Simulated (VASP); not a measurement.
# LiNbO3 (R3c) in VASP: further runs, part 2 of 2

VASP 6.6.1.

## 3. Single point, PBE (volume 11.073 Å^3 an atom, c/a of the conventional cell 2.6153)

Contents of INCAR:

```
SYSTEM = LiNbO3
ALGO = Normal
EDIFF = 1E-7
ENCUT = 520
GGA = PE
ISIF = 2
ISMEAR = 0
LASPH = .True.
LCHARG = .False.
LREAL = .False.
LWAVE = .False.
NBANDS = 45
NELM = 100
PREC = Accurate
SIGMA = 0.05
```

Contents of KPOINTS:

```
k-points
0
Gamma
  6 6 6
  0 0 0
```

Contents of POSCAR:

```
LiNbO3
1.0
    2.6368260104      1.5223722069      4.5973940434
   -2.6368260104      1.5223722069      4.5973940434
    0.0000000000     -3.0447444138      4.5973940434
Li Nb O
2 2 6
Direct
    0.2815913687      0.2815913687      0.2815913687
    0.7815913687      0.7815913687      0.7815913687
    0.0004900497      0.0004900497      0.0004900497
    0.5004900497      0.5004900497      0.5004900497
    0.1104619503      0.3580262714      0.7211003599
    0.7211003599      0.1104619503      0.3580262714
    0.3580262714      0.7211003599      0.1104619503
    0.2211003599      0.8580262714      0.6104619503
    0.8580262714      0.6104619503      0.2211003599
    0.6104619503      0.2211003599      0.8580262714
```

Potentials or basis: VASP PAW PBE potentials, release 64 (Li_sv, Nb_sv, O).

Launch:

```bash
cat potpaw_PBE.64/Li_sv/POTCAR potpaw_PBE.64/Nb_sv/POTCAR potpaw_PBE.64/O/POTCAR > POTCAR
mpirun -np 1 vasp_std > vasp.out
```

OUTCAR:

```text
SYSTEM = LiNbO3
   EDIFF = 1E-7
   ENCUT = 520
   GGA = PE
   ISIF = 2
   ISMEAR = 0
   LASPH = .True.
   LREAL = .False.
   NELM = 100
   PREC = Accurate

 ion  position               nearest neighbor table
   1  0.282  0.282  0.282-   8 2.11  10 2.11   9 2.11   5 2.27   7 2.27   6 2.27
   2  0.782  0.782  0.782-   7 2.11   6 2.11   5 2.11   9 2.27   8 2.27  10 2.27
   3  0.000  0.000  0.000-   5 1.90   6 1.90   7 1.90   9 2.16   8 2.16  10 2.16
   4  0.500  0.500  0.500-   9 1.90  10 1.90   8 1.90   5 2.16   7 2.16   6 2.16
   5  0.110  0.358  0.721-   3 1.90   2 2.11   4 2.16   1 2.27
   6  0.721  0.110  0.358-   3 1.90   2 2.11   4 2.16   1 2.27
   7  0.358  0.721  0.110-   3 1.90   2 2.11   4 2.16   1 2.27
   8  0.221  0.858  0.610-   4 1.90   1 2.11   3 2.16   2 2.27
   9  0.858  0.610  0.221-   4 1.90   1 2.11   3 2.16   2 2.27
  10  0.610  0.221  0.858-   4 1.90   1 2.11   3 2.16   2 2.27

  LATTYP: Found a trigonal (rhomboedric) cell.
 ALAT       =     5.5142089674
 COS(alpha) =     0.5426733569

  Lattice vectors:

 A1 = (   2.6368260104,   1.5223722069,   4.5973940434)
 A2 = (  -2.6368260104,   1.5223722069,   4.5973940434)
 A3 = (   0.0000000000,  -3.0447444138,   4.5973940434)

Analysis of symmetry for initial positions (statically):
=====================================================================
 Subroutine PRICEL returns:
 Original cell was already a primitive cell.

 Routine SETGRP: Setting up the symmetry group for a
 trigonal (rhombohedral) supercell.

 Subroutine GETGRP returns: Found  6 space group operations
 (whereof  3 operations were pure point group operations)
 out of a pool of 12 trial point group operations.

The static configuration has the point symmetry C_3 .
 The point group associated with its full space group is C_3v.

Analysis of symmetry for dynamics (positions and initial velocities):
=====================================================================
 Subroutine PRICEL returns:
 Original cell was already a primitive cell.

 Routine SETGRP: Setting up the symmetry group for a
 trigonal (rhombohedral) supercell.

 Subroutine GETGRP returns: Found  6 space group operations
 (whereof  3 operations were pure point group operations)
 out of a pool of 12 trial point group operations.

The dynamic configuration has the point symmetry C_3 .
 The point group associated with its full space group is C_3v.

 Subroutine INISYM returns: Found  6 space group operations
 (whereof  3 operations are pure point group operations),
 and found     1 'primitive' translations

----------------------------------------------------------------------------------------

                                     Primitive cell

  volume of cell :     110.7300

  direct lattice vectors                    reciprocal lattice vectors
     2.636826010  1.522372207  4.597394043     0.189621916  0.109478264  0.072504843
    -2.636826010  1.522372207  4.597394043    -0.189621916  0.109478264  0.072504843
     0.000000000 -3.044744414  4.597394043     0.000000000 -0.218956528  0.072504843

  length of vectors
     5.514208967  5.514208967  5.514208967     0.230648897  0.230648897  0.230648897

  position of ions in fractional coordinates (direct lattice)
     0.281591369  0.281591369  0.281591369
[... 77 lines left out ...]
   number of dos      NEDOS =    301   number of ions     NIONS =     10
   total plane-waves  NPLWV =  74088
   dimension x,y,z NGX =    42 NGY =   42 NGZ =   42
   dimension x,y,z NGXF=    84 NGYF=   84 NGZF=   84
   ions per type =               2   2   6
   NGX,Y,Z   is equivalent  to a cutoff of  12.66, 12.66, 12.66 a.u.
   NGXF,Y,Z  is equivalent  to a cutoff of  25.32, 25.32, 25.32 a.u.
 SYSTEM =  LiNbO3
   PREC   = accura    normal or accurate (medium, high low for compatibility)
   ISTART =      0    job   : 0-new  1-cont  2-samecut
   ICHARG =      2    charge: 1-file 2-atom 10-const
   ISPIN  =      1    spin polarized calculation?
   LNONCOLLINEAR =      F non collinear calculations
   LSORBIT =      F    spin-orbit coupling
   LASPH  =      T    aspherical Exc in radial PAW
   ENCUT  =  520.0 eV  38.22 Ry    6.18 a.u.  10.25 10.25 10.25*2*pi/ulx,y,z
   NELM   =    100;   NELMIN=  2; NELMDL= -5     # of ELM steps
   EDIFF  = 0.1E-06   stopping-criterion for ELM
   LREAL  =      F    real-space projection
   EDIFFG = 0.1E-05   stopping-criterion for IOM
   NSW    =      0    number of steps for IOM
   IBRION =     -1    ionic relax: 0-MD 1-quasi-New 2-CG
   NFREE  =      0    steps in history (QN), initial steepest desc. (CG)
   ISIF   =      2    stress and relaxation
   ISYM   =      2    0-nonsym 1-usesym 2-fastsym
   POTIM  = 0.5000    time-step for ionic-motion
   TEBEG  =    0.0;   TEEND  =   0.0 temperature during run
   PSTRESS=    0.0 pullay stress
   NELECT =      68.0000    total number of electrons
   NUPDOWN=      -1.0000    fix difference up-down
   EMIN   =  10.00;   EMAX   =-10.00  energy-range for DOS
   EFERMI =   0.00;   METHOD = LEGACY
   ISMEAR =     0;   SIGMA  =   0.05  broadening in eV -4-tet -1-fermi 0-gaus
   EFERMI_NEDOS =   21; number of points for ismear=-14 and -15
   IALGO  =     38    algorithm
   IMIX   =      4    mixing-type and parameters
     AMIX     =   0.40;   BMIX     =  1.00
     AMIX_MAG =   1.60;   BMIX_MAG =  1.00
  volume/ion in A,a.u.               =      11.07        74.72
  Fermi-wavevector in a.u.,A,eV,Ry     =   1.391520  2.629591 26.345330  1.936327
  Thomas-Fermi vector in A             =   2.515351
   LORBIT       =      0    0 simple, 1 ext, 2 COOP (PROOUT), +10 PAW based schemes
   GGA     = PE    functional components
   LHFCALC =     F    Hartree Fock is set to
   AEXX    =    0.0000 exact exchange contribution
   IVDW    =     0    specifies the selected vdW correction
   LEPSILON=     F    determine dielectric tensor
   LRPA    =     F    only Hartree local field effects (RPA)
 non-spin polarized calculation
 Gauss-broadening in eV      SIGMA  =   0.05
  energy-cutoff  :      520.00
  volume of cell :      110.73
 maximum number of plane-waves:      3002
 NGX is ok and might be reduce to    42
   NGX = 21   NGY = 21   NGZ = 21

 number of electron      68.0000011 magnetization

 Free energy of the ion-electron system (eV)
  ---------------------------------------------------
  ext. energy  EPLUGINS =         0.00000000
  ---------------------------------------------------
  free energy    TOTEN  =       -79.97905273 eV

  energy without entropy =      -79.97905273  energy(sigma->0) =      -79.97905273

 E-fermi :   3.5521     XC(G=0): -10.5926

 val. band max:        3.1862599117   @ k =   0.1667   0.1667   0.1667
 cond. band min:       6.6349424659   @ k =   0.5000   0.3333   0.0000
 fundamental gap:      3.4486825542
 Fermi energy:         3.5520732402

 k-point     1 :       0.0000    0.0000    0.0000
  band No.  band energies     occupation
      1     -51.1401      2.00000
      2     -51.1278      2.00000
      3     -39.5327      2.00000
      4     -39.5306      2.00000
      5     -27.3709      2.00000
      6     -27.3709      2.00000
[... 1141 lines left out ...]
     44      12.3395      0.00000
     45      13.2952      0.00000

 [... further k-points ...]

------------------------ aborting loop because EDIFF is reached ----------------------------------------

  FORCE on cell =-STRESS in cart. coord.  units (eV):
  Direction    XX          YY          ZZ          XY          YZ          ZX
  --------------------------------------------------------------------------------------
  -------------------------------------------------------------------------------------
  Total       -4.0875210     -4.0875210     -0.1443341      0.0000000      0.0000000      0.0000000
  in kB      -59.1432625    -59.1432625     -2.0884023      0.0000000      0.0000000      0.0000000
  external PRESSURE =     -40.1249758 kB  Pullay stress =       0.0000000 kB

 VOLUME and BASIS-vectors are now :
 -----------------------------------------------------------------------------
  energy-cutoff  :      520.00
  volume of cell :      110.73
      direct lattice vectors                 reciprocal lattice vectors
     2.636826010  1.522372207  4.597394043     0.189621916  0.109478264  0.072504843
    -2.636826010  1.522372207  4.597394043    -0.189621916  0.109478264  0.072504843
     0.000000000 -3.044744414  4.597394043     0.000000000 -0.218956528  0.072504843

 POSITION                                       TOTAL-FORCE (eV/Angst)
 -----------------------------------------------------------------------------------
      0.00000      0.00000      3.88376         0.000000      0.000000     -0.041057
      0.00000      0.00000     10.77985         0.000000      0.000000     -0.041057
      0.00000      0.00000      0.00676         0.000000     -0.000000      0.186333
      0.00000      0.00000      6.90285         0.000000      0.000000      0.186333
     -0.65278     -1.48235      5.46901         0.233520     -0.187787     -0.048425
      1.61015      0.17585      5.46901         0.045868      0.296128     -0.048425
     -0.95736      1.30650      5.46901        -0.279388     -0.108341     -0.048425
     -1.67946     -0.21587      7.76770         0.279388     -0.108341     -0.048425
      0.65278      1.56239      7.76770        -0.233520     -0.187787     -0.048425
      1.02668     -1.34652      7.76770        -0.045868      0.296128     -0.048425
 -----------------------------------------------------------------------------------
    total drift:                               -0.000000     -0.000001      0.000116

  FREE ENERGIE OF THE ION-ELECTRON SYSTEM (eV)
  ---------------------------------------------------
  free  energy   TOTEN  =       -79.9790527286 eV

  energy  without entropy=      -79.9790527286  energy(sigma->0) =      -79.97905273
```

It took 98 s on 1 thread of Intel Xeon 6975P-C (Granite Rapids), shared host; peak memory 0.32 GiB.

What came out:

```
Free energy            : -79.9791 eV
Largest force          : 0.304 eV/Å
Band gap on the k mesh : 3.45 eV, indirect (least direct gap 3.50 eV)
```

Forces in eV/Å, atoms in the order of the input:
```
Li   0.000  0.000 -0.041
Li   0.000  0.000 -0.041
Nb   0.000  0.000  0.186
Nb   0.000  0.000  0.186
O    0.234 -0.188 -0.048
O    0.046  0.296 -0.048
O   -0.279 -0.108 -0.048
O    0.279 -0.108 -0.048
O   -0.234 -0.188 -0.048
O   -0.046  0.296 -0.048
```

Levels at points of the mesh, in eV from the valence-band top:
| k point | band 30 | band 31 | band 32 | band 33 | band 34 | band 35 | band 36 | band 37 | band 38 | band 39 |
| --- | --- | --- | --- | --- | --- | --- | --- | --- | --- | --- |
| (0.00, 0.00, 0.00) | -0.67 | -0.54 | -0.48 | -0.01 | -0.01 | 3.49 | 3.49 | 3.83 | 4.92 | 4.92 |
| (0.50, 0.00, 0.00) | -0.36 | -0.27 | -0.27 | -0.19 | -0.19 | 3.73 | 3.73 | 4.50 | 4.50 | 4.72 |
| (0.50, 0.50, 0.00) | -0.98 | -0.69 | -0.60 | -0.51 | -0.20 | 3.54 | 3.98 | 4.42 | 4.44 | 5.01 |
| (0.50, 0.50, 0.50) | -0.58 | -0.33 | -0.33 | -0.33 | -0.33 | 4.35 | 4.35 | 4.62 | 4.62 | 4.62 |

Caveat: the cutoff is under 1.25 times the usual one of these potentials, so pressure, stress and relaxed cells hold a basis-set (Pulay) error.

## 4. Single point, PBE (volume 11.596 Å^3 an atom, c/a of the conventional cell 2.6576)

Contents of INCAR:

```
SYSTEM = LiNbO3
ALGO     = Normal         ! electronic algorithm
EDIFF    = 1E-6           ! SCF threshold, eV
ENCUT    = 520            ! plane-wave cutoff, eV
GGA      = PE             ! functional
ISIF     = 2              ! what is computed and relaxed
ISMEAR   = 0              ! smearing method
LASPH    = .True.         ! aspherical terms in the spheres
LCHARG   = .False.        ! write CHGCAR
LREAL    = .False.        ! projectors in reciprocal space
LWAVE    = .False.        ! write WAVECAR
NBANDS   = 45             ! bands
NELM     = 60             ! most SCF steps
PREC     = Accurate       ! precision mode
SIGMA    = 0.05           ! smearing width, eV
```

KPOINTS is that of step 3.

Changes to POSCAR since step 3:

```diff
@@ -2,5 +2,5 @@
 1.0
-    2.6368260104      1.5223722069      4.5973940434
-   -2.6368260104      1.5223722069      4.5973940434
-    0.0000000000     -3.0447444138      4.5973940434
+    2.6634205270      1.5377265583      4.7188709284
+   -2.6634205270      1.5377265583      4.7188709284
+    0.0000000000     -3.0754531165      4.7188709284
 Li Nb O
```

Launch:

```bash
cat potpaw_PBE.64/Li_sv/POTCAR potpaw_PBE.64/Nb_sv/POTCAR potpaw_PBE.64/O/POTCAR > POTCAR
mpirun -np 1 vasp_std > vasp.out
```

Wall time 2.6 min (1 thread of Intel Xeon Platinum 8488C (Sapphire Rapids), shared host); peak memory 0.32 GiB.

The run converged. Its results:

```
Free energy            : -79.7693 eV
Largest force          : 0.791 eV/Å
Band gap on the k mesh : 3.26 eV, indirect (least direct gap 3.30 eV)
```

Forces in eV/Å, atoms in the order of the input:
```
Li   0.000  0.000 -0.013
Li   0.000  0.000 -0.013
Nb   0.000  0.000  0.583
Nb   0.000  0.000  0.583
O    0.524 -0.561 -0.190
O    0.223  0.734 -0.190
O   -0.748 -0.174 -0.190
O    0.748 -0.174 -0.190
O   -0.524 -0.561 -0.190
O   -0.223  0.734 -0.190
```

Levels at points of the mesh, in eV from the valence-band top:
| k point | band 31 | band 32 | band 33 | band 34 | band 35 | band 36 | band 37 | band 38 |
| --- | --- | --- | --- | --- | --- | --- | --- | --- |
| (0.00, 0.00, 0.00) | -0.58 | -0.50 | 0.00 | 0.00 | 3.30 | 3.30 | 3.67 | 4.62 |
| (0.50, 0.00, 0.00) | -0.29 | -0.29 | -0.20 | -0.20 | 3.51 | 3.51 | 4.25 | 4.25 |
| (0.50, 0.50, 0.00) | -0.73 | -0.60 | -0.51 | -0.19 | 3.35 | 3.75 | 4.17 | 4.17 |
| (0.50, 0.50, 0.50) | -0.31 | -0.31 | -0.31 | -0.31 | 4.13 | 4.13 | 4.35 | 4.35 |

Caveat: the cutoff is under 1.25 times the usual one of these potentials, so pressure, stress and relaxed cells hold a basis-set (Pulay) error.

## 5. Overview

| cell | gap on the mesh (eV) | largest force (eV/Å) |
| --- | --- | --- |
| a = 5.580 Å, angles 55.8°, 10 atoms | 3.49 | 0.21 |
| a = 5.514 Å, angles 57.1°, 10 atoms | 3.45 | 0.30 |
| a = 5.633 Å, angles 56.4°, 10 atoms | 3.26 | 0.79 |

Alike in all rows: task single point; level PBE; potentials or basis VASP PAW PBE potentials, release 64 (Li_sv, Nb_sv, O); no spin polarisation; k mesh 6 × 6 × 6; cutoff (eV) 520; smearing gaussian 0.05 eV.

Caveats: the cutoff is under 1.25 times the usual one of these potentials, so pressure, stress and relaxed cells hold a basis-set (Pulay) error.

Total energies depend on the potentials used, so only differences within one code and one set of settings carry meaning.
